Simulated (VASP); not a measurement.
A run of VASP 6.6.1 is set up as follows.

Contents of INCAR:

```
  PREC = Accurate
  ENCUT = 520
  EDIFF = 1E-6
  ISMEAR = 0
  SIGMA = 0.1
  LREAL = F
  LASPH = T
  NELM = 80
  ALGO = Normal
  ISIF = 2
  LWAVE = F
  LCHARG = F
  GGA = PE
  NBANDS = 21
```

The input KPOINTS:

```
regular mesh
0
Gamma
  12 12 10
```

POSCAR

```
HfB
1.0
    2.5256587282      2.5256587282      0.0000000000
   -2.5256587282      2.5256587282      0.0000000000
    0.0000000000      0.0000000000      4.7713974565
Hf B
2 2
Direct
    0.5000000000      0.5000000000      0.0000000000
    0.0000000000      0.0000000000      0.5000000000
    0.0000000000      0.0000000000      0.0000000000
    0.5000000000      0.5000000000      0.5000000000
```

Potentials or basis: VASP PAW PBE potentials, release 64 (Hf_pv, B).

Command:

```console
$ cat potpaw_PBE.64/Hf_pv/POTCAR potpaw_PBE.64/B/POTCAR > POTCAR
$ mpirun -np 1 vasp_std > vasp.out
```

(1) What does it give for the band gap on the k mesh?

(2) Predict the pressure.

Answers

(1) zero (band 13 reaches 5.71 eV, above the bottom of band 14 at 2.43 eV).

(2) -10.2 GPa.

Caveat: the cell differs from its parent crystal (biaxial strain in the a-b plane: +4.5 %, then relaxed in part); spin-orbit coupling is left out, which moves the levels of the heavy elements.
